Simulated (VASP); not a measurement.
A run of VASP 6.6.1 is set up as follows.

File POSCAR:

```
Pt
1.0
    2.7606656158      0.0000000000      0.0000000000
   -1.3803328079      2.3908065546      0.0000000000
    0.0000000000      0.0000000000      4.5525273000
Pt
2
Direct
    0.6666666667      0.3333333333      0.7500000000
    0.3333333333      0.6666666667      0.2500000000
```

Contents of INCAR.step1:

```
SYSTEM = Pt
PREC = Accurate
ENCUT = 520
ISMEAR = 0
SIGMA = 0.15
LREAL = .False.
LASPH = .True.
NELM = 100
NBANDS = 17
GGA = PE
ALGO = Normal
EDIFF = 1E-4
LWAVE = .True.
LCHARG = .False.
```

File INCAR.step2:

```
SYSTEM = Pt
PREC = Accurate
ENCUT = 520
EDIFF = 1E-7
ISMEAR = 0
SIGMA = 0.15
LREAL = .False.
LASPH = .True.
NELM = 100
ALGO = Normal
ISIF = 2
LWAVE = .False.
LCHARG = .True.
METAGGA = R2SCAN
LMIXTAU = .True.
LELF = .True.
LVHAR = .True.
NBANDS = 17
ISTART = 1
```

The input KPOINTS:

```
Automatic mesh
0
Gamma
  18 18 10
  0 0 0
```

Potentials or basis: VASP PAW PBE potentials, release 64 (Pt).

Launch:

```bash
$ cat potpaw_PBE.64/Pt/POTCAR > POTCAR
$ cp INCAR.step1 INCAR
$ mpirun -np 1 vasp_std > vasp.out
$ cp INCAR.step2 INCAR
$ mpirun -np 1 vasp_std > vasp.out
```

Predict the pressure.

7.6 GPa.

Predict the band gap on the k mesh.

zero (bands 10 and 11 overlap by 1.36 eV).

Stress tensor (GPa, compression positive):
```
 4.44  0.00  0.00
 0.00  4.44  0.00
 0.00  0.00 13.87
```

Caveat: the cell differs from its parent crystal (strain +0.000 along x and y, -0.050 along z); the cell stands under pressure; the PAW data sets were made with another functional, which shifts forces and pressure a little; spin-orbit coupling is left out, which moves the levels of the heavy elements.
